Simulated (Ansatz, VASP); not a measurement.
## One calculation of KF, two programs

Contents of INCAR:

```
SYSTEM = KF
PREC = Accurate
ENCUT = 520
EDIFF = 1E-6
ISMEAR = 0
SIGMA = 0.05
LREAL = .False.
LASPH = .True.
NELM = 60
ALGO = Normal
ISIF = 2
LWAVE = .False.
LCHARG = .False.
GGA = CA
NBANDS = 15
```

The input KPOINTS:

```
Automatic mesh
0
Gamma
  8 8 8
  0 0 0
```

Contents of POSCAR:

```
KF
1.0
    0.0000000000      2.5817196783      2.2912762145
    2.5365395839      0.0000000000      2.2912762145
    2.5365395839      2.5817196783      0.0000000000
K F
1 1
Direct
    0.0000000000      0.0000000000      0.0000000000
    0.5000000000      0.5000000000      0.5000000000
```

Input for Ansatz:

```yaml
crystal:
  lattice:
    - [0.0, 2.5817196783, 2.2912762145]
    - [2.5365395839, 0.0, 2.2912762145]
    - [2.5365395839, 2.5817196783, 0.0]
  atoms:
    - { symbol: K, position: [0.0, 0.0, 0.0] }
    - { symbol: F, position: [0.5, 0.5, 0.5] }
basis:
  ecutwfc: 520.0
kpoints:
  mp_grid: { grid: [8, 8, 8] }
hamiltonian:
  xc: lda
scf:
  occupations: { method: gaussian, width: 0.05 }
output:
  forces: true
  stress: true
  eigenvalues: true
```

Change from the starting cell: normal strain along x -0.0175, normal strain along z -0.1125.

Alike in both runs: task single point; functional LDA; k mesh 8 × 8 × 8; occupations gaussian, width 0.05 eV; no spin polarisation.

|  | VASP | Ansatz |
| --- | --- | --- |
| version | VASP 6.6.1 | Ansatz 0.2.0 |
| potentials or method | VASP PAW LDA potentials, release 64 (K_sv, F), cutoff 520 eV | scalar-relativistic, plane waves, PAW |
| valence electrons in the cell | 16 | 16 |

VASP gave:

```
gap on the k mesh at the Fermi level (eV)                     : 6.51
least direct gap on the mesh (eV)                             : 6.63
pressure (GPa)                                                : 11.6
traceless stress, the component that is largest in VASP (GPa) : 14.80
```

Estimate Ansatz's values.

gap on the k mesh at the Fermi level (eV): 6.54; least direct gap on the mesh (eV): 6.66; pressure (GPa): 10.9; traceless stress, the component that is largest in VASP (GPa): 14.11.

LDA's correlation is that of Perdew and Zunger in VASP and of Perdew and Wang (1992) in Ansatz.
